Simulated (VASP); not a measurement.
Here is a VASP 6.6.1 calculation.

File POSCAR:

```
Ti
1.0
   -1.7071896142      1.7071896142      1.5446001272
    1.7071896142     -1.7071896142      1.5446001272
    1.7071896142      1.7071896142     -1.5446001272
Ti
1
Direct
    0.0000000000      0.0000000000      0.0000000000
```

INCAR.step1

```
SYSTEM = Ti
PREC = Accurate
ENCUT = 520
ISMEAR = 0
SIGMA = 0.15
LREAL = .FALSE.
LASPH = .TRUE.
NELM = 100
NBANDS = 12
GGA = PE
ALGO = Normal
EDIFF = 1E-4
LWAVE = .TRUE.
LCHARG = .FALSE.
```

INCAR.step2

```
SYSTEM = Ti
PREC = Accurate
ENCUT = 520
EDIFF = 1E-6
ISMEAR = 0
SIGMA = 0.15
LREAL = .FALSE.
LASPH = .TRUE.
NELM = 100
ALGO = Normal
ISIF = 2
LWAVE = .FALSE.
LCHARG = .FALSE.
METAGGA = R2SCAN
LMIXTAU = .TRUE.
NBANDS = 12
ISTART = 1
```

KPOINTS

```
Automatic mesh
0
G
  26 26 26
  0 0 0
```

Potentials or basis: VASP PAW PBE potentials, release 64 (Ti_sv).

Run with:

```sh
$ cat potpaw_PBE.64/Ti_sv/POTCAR > POTCAR
$ cp INCAR.step1 INCAR
$ mpirun -np 1 vasp_std > vasp.out
$ cp INCAR.step2 INCAR
$ mpirun -np 1 vasp_std > vasp.out
```

Task: Predict the band gap on the k mesh.

Result: Zero (bands 6 and 7 overlap by 1.61 eV).

Task: Estimate the pressure.

Result: -4.3 GPa.

Stress tensor (GPa, compression positive):
```
-3.86  0.00  0.00
 0.00 -3.86  0.00
 0.00  0.00 -5.21
```

Caveat: the cell differs from its parent crystal (strain +0.050 along x and y, -0.050 along z); the cell stands under tension; the PAW data sets were made with another functional, which shifts forces and pressure a little.
